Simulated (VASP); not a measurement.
# TaO (P6/mmm) in VASP: further runs, part 2 of 2

VASP 6.6.1.

## 3. Single point, PBEsol-based screened hybrid with 25 % exact exchange

This run uses another cell than the first one, of 15.01 Å³/atom.

Contents of POSCAR:

```
TaO
1.0
    3.0188530823      0.0000028423      0.0000000000
   -1.5094290026      2.6144020385      0.0000000000
    0.0000000000      0.0000000000      3.8029430470
Ta O
1 1
Direct
    0.0000000000      0.0000000000      0.5000000000
    0.0000000000      0.0000000000      0.0000000000
```

Contents of INCAR.step1:

```
SYSTEM = TaO
ALGO = Normal ; EDIFF = 1E-5
ENCUT = 520 ; GGA = PE
ISIF = 2 ; ISMEAR = -1
LASPH = .True. ; LREAL = .False.
LWAVE = .True. ; NBANDS = 16
NELM = 80 ; PREC = Accurate
SIGMA = 0.05
```

Contents of INCAR.step2:

```
SYSTEM = TaO
AEXX = 0.25 ; ALGO = Normal
EDIFF = 1E-7 ; ENCUT = 520
GGA = PS ; HFSCREEN = 0.207
ISIF = 2 ; ISMEAR = -1
ISTART = 1 ; LASPH = .True.
LCHARG = .True. ; LELF = .True.
LHFCALC = .True. ; LREAL = .False.
LVHAR = .True. ; LWAVE = .False.
NBANDS = 16 ; NELM = 80
PREC = Accurate ; PRECFOCK = Normal
SIGMA = 0.05
```

Contents of KPOINTS:

```
k-points
0
Gamma
  5 5 4
  0 0 0
```

Potentials or basis: VASP PAW PBE potentials, release 64 (Ta_pv, O).

On the command line:

```
$ cat potpaw_PBE.64/Ta_pv/POTCAR potpaw_PBE.64/O/POTCAR > POTCAR
$ cp INCAR.step1 INCAR
$ mpirun -np 1 vasp_std > vasp.out
$ cp INCAR.step2 INCAR
$ mpirun -np 1 vasp_std > vasp.out
```

OUTCAR:

```text
SYSTEM = TaO
   AEXX = 0.25
   EDIFF = 1E-7
   ENCUT = 520
   GGA = PS
   HFSCREEN = 0.207
   ISIF = 2
   ISMEAR = -1
   ISTART = 1
   LASPH = .True.
   LHFCALC = .True.
   LREAL = .False.
   NELM = 80
   PREC = Accurate
   PRECFOCK = Normal

 ion  position               nearest neighbor table
   1  0.000  0.000  0.500-   2 1.90   2 1.90
   2  0.000  0.000  0.000-   1 1.90   1 1.90

  LATTYP: Found a hexagonal cell.
 ALAT       =     3.0188530823
 C/A-ratio  =     1.2597310778

  Lattice vectors:

 A1 = (   3.0188530823,   0.0000028423,   0.0000000000)
 A2 = (  -1.5094290026,   2.6144020385,   0.0000000000)
 A3 = (   0.0000000000,   0.0000000000,   3.8029430470)

Analysis of symmetry for initial positions (statically):
=====================================================================
 Subroutine PRICEL returns:
 Original cell was already a primitive cell.

 Routine SETGRP: Setting up the symmetry group for a
 hexagonal supercell.

 Subroutine GETGRP returns: Found 24 space group operations
 (whereof 24 operations were pure point group operations)
 out of a pool of 24 trial point group operations.

The static configuration has the point symmetry D_6h.

Analysis of symmetry for dynamics (positions and initial velocities):
=====================================================================
 Subroutine PRICEL returns:
 Original cell was already a primitive cell.

 Routine SETGRP: Setting up the symmetry group for a
 hexagonal supercell.

 Subroutine GETGRP returns: Found 24 space group operations
 (whereof 24 operations were pure point group operations)
 out of a pool of 24 trial point group operations.

The dynamic configuration has the point symmetry D_6h.

[... 109 lines left out ...]
  volume/ion in A,a.u.               =      15.01       101.27
  Fermi-wavevector in a.u.,A,eV,Ry     =   1.354502  2.559638 24.962280  1.834676
  Thomas-Fermi vector in A             =   2.481668
   LORBIT       =      0    0 simple, 1 ext, 2 COOP (PROOUT), +10 PAW based schemes
   GGA     = PS    functional components
   LHFCALC =     T    Hartree Fock is set to
   PRECFOCK=normal    Normal, Fast or Accurate (Low or Medium for compatibility)
   ENCUT4O =  -1.0   cutoff for four orbital integrals eV
   NKREDX  =     1    reduce k-point grid by
   NKREDY  =     1    reduce k-point grid by
   NKREDZ  =     1    reduce k-point grid by
   AEXX    =    0.2500 exact exchange contribution
   HFSCREEN=    0.2070 screening length (either q_TF or 0.3 A-1)
   HFSCREENC=   0.2070 screening length for correlation (either q_TF or 0.3 A-1)
   ENCUTFOCK=  -1.0 apply spherical cutoff to Coloumb kernel
   IVDW    =     0    specifies the selected vdW correction
   LEPSILON=     F    determine dielectric tensor
   LRPA    =     F    only Hartree local field effects (RPA)
 non-spin polarized calculation
  energy-cutoff  :      520.00
  volume of cell :       30.01
 maximum number of plane-waves:       832
 NGX is ok and might be reduce to    24
  NGX = 18; NGY = 18; NGZ = 24

 number of electron      17.0000001 magnetization

 Free energy of the ion-electron system (eV)
  ---------------------------------------------------
  ext. energy  EPLUGINS =         0.00000000
  ---------------------------------------------------
  free energy    TOTEN  =       -24.05570242 eV

  energy without entropy =      -24.04885097  energy(sigma->0) =      -24.05227669

 E-fermi :   3.7369     XC(G=0):  -9.3856

 val. band max:        3.5565959363   @ k =   0.2000   0.0000   0.5000
 cond. band min:       3.7620322078   @ k =   0.4000   0.0000   0.0000
 fundamental gap:      0.2054362716
 Fermi energy:         3.7369326179

 k-point     1 :       0.0000    0.0000    0.0000
  band No.  band energies     occupation
      1     -33.8026      2.00000
      2     -32.8615      2.00000
      3     -32.8615      2.00000
      4     -18.4236      2.00000
      5      -2.4739      2.00000
      6      -0.7797      2.00000
[... 262 lines left out ...]
      3     -33.2009      2.00000
      4     -15.9205      2.00000
      5      -5.1748      2.00000
      6      -3.5479      2.00000
[... 8 lines left out ...]
     15      17.2676      0.00000
     16      18.2762      0.00000

------------------------ aborting loop because EDIFF is reached ----------------------------------------

  FORCE on cell =-STRESS in cart. coord.  units (eV):
  Direction    XX          YY          ZZ          XY          YZ          ZX
  --------------------------------------------------------------------------------------
  -------------------------------------------------------------------------------------
  Total       -0.1199021     -0.1199021      0.1298319     -0.0000000      0.0000000      0.0000000
  in kB       -6.4003382     -6.4003382      6.9303904     -0.0000000      0.0000000      0.0000000
  external PRESSURE =      -1.9567620 kB  Pullay stress =       0.0000000 kB

 VOLUME and BASIS-vectors are now :
 -----------------------------------------------------------------------------
  energy-cutoff  :      520.00
  volume of cell :       30.01
      direct lattice vectors                 reciprocal lattice vectors
     3.018853082  0.000002842  0.000000000     0.331251449  0.191248529  0.000000000
    -1.509429003  2.614402039  0.000000000    -0.000000360  0.382496434  0.000000000
     0.000000000  0.000000000  3.802943047     0.000000000  0.000000000  0.262954240

 POSITION                                       TOTAL-FORCE (eV/Angst)
 -----------------------------------------------------------------------------------
      0.00000      0.00000      1.90147         0.000000      0.000000      0.000000
      0.00000      0.00000      0.00000         0.000000      0.000000      0.000000
 -----------------------------------------------------------------------------------
    total drift:                               -0.000000      0.000000      0.000000

  FREE ENERGIE OF THE ION-ELECTRON SYSTEM (eV)
  ---------------------------------------------------
  free  energy   TOTEN  =       -24.0557024161 eV

  energy  without entropy=      -24.0488509724  energy(sigma->0) =      -24.05227669
```

OUTCAR.step1:

```text
SYSTEM = TaO
   EDIFF = 1E-5
   ENCUT = 520
   GGA = PE
   ISIF = 2
   ISMEAR = -1
   LASPH = .True.
[... 495 lines left out ...]
      0.00000      0.00000      1.90147        -0.000000      0.000000      0.000000
      0.00000      0.00000      0.00000         0.000000      0.000000      0.000000
 -----------------------------------------------------------------------------------
    total drift:                               -0.000000     -0.000000      0.000000

  FREE ENERGIE OF THE ION-ELECTRON SYSTEM (eV)
  ---------------------------------------------------
  free  energy   TOTEN  =       -19.6574518448 eV

  energy  without entropy=      -19.6403722027  energy(sigma->0) =      -19.64891202
```

OSZICAR.step1:

```text
N       E                     dE             d eps       ncg     rms          rms(c)
DAV:   1     0.948992344717E+02    0.94899E+02   -0.90041E+03   480   0.103E+03
DAV:   2    -0.194567886669E+02   -0.11436E+03   -0.10784E+03   616   0.288E+02
DAV:   3    -0.222450569920E+02   -0.27883E+01   -0.27828E+01   504   0.420E+01
DAV:   4    -0.222566749709E+02   -0.11618E-01   -0.11616E-01   664   0.300E+00
DAV:   5    -0.222567866709E+02   -0.11170E-03   -0.11170E-03   496   0.271E-01    0.223E+01
DAV:   6    -0.197956507007E+02    0.24611E+01   -0.58005E+00   552   0.243E+01    0.923E+00
DAV:   7    -0.196812854881E+02    0.11437E+00   -0.55493E-01   640   0.596E+00    0.646E+00
DAV:   8    -0.196621499239E+02    0.19136E-01   -0.17746E-01   608   0.372E+00    0.108E+00
DAV:   9    -0.196577741988E+02    0.43757E-02   -0.95670E-03   528   0.886E-01    0.208E-01
DAV:  10    -0.196574728968E+02    0.30130E-03   -0.22473E-03   616   0.410E-01    0.461E-02
DAV:  11    -0.196574500847E+02    0.22812E-04   -0.65059E-05   512   0.774E-02    0.193E-02
DAV:  12    -0.196574518448E+02   -0.17601E-05   -0.58027E-06   464   0.218E-02
   1 F= -.19657452E+02 E0= -.19648912E+02  d E =-.170796E-01
```

Run time: 25 min. Hardware: 1 thread of AMD EPYC 7R43 (Zen 3), shared host; peak memory 0.22 GiB.

Results:

```
Free energy            : -24.0557 eV
Pressure               : -0.2 GPa
Band gap on the k mesh : zero (an odd number of electrons rules out a gap without spin polarisation)
```

Levels at points of the mesh, in eV from the Fermi level:
```tsv
k point	band 6	band 7	band 8	band 9	band 10	band 11
(0.00, 0.00, 0.00)	-4.52	-3.20	-3.20	0.82	0.82	4.08
(0.00, 0.00, 0.50)	-5.85	-4.40	-4.40	0.94	0.94	4.64
```

Caveat: the k points lie up to 0.48 Å⁻¹ apart, too coarse for converged energies and pressures of a metal; the PAW data sets were made with another functional, which shifts forces and pressure a little; spin-orbit coupling is left out, which moves the levels of the heavy elements; an odd number of electrons without spin polarisation forces a metal; a magnetic or distorted state may lie lower.
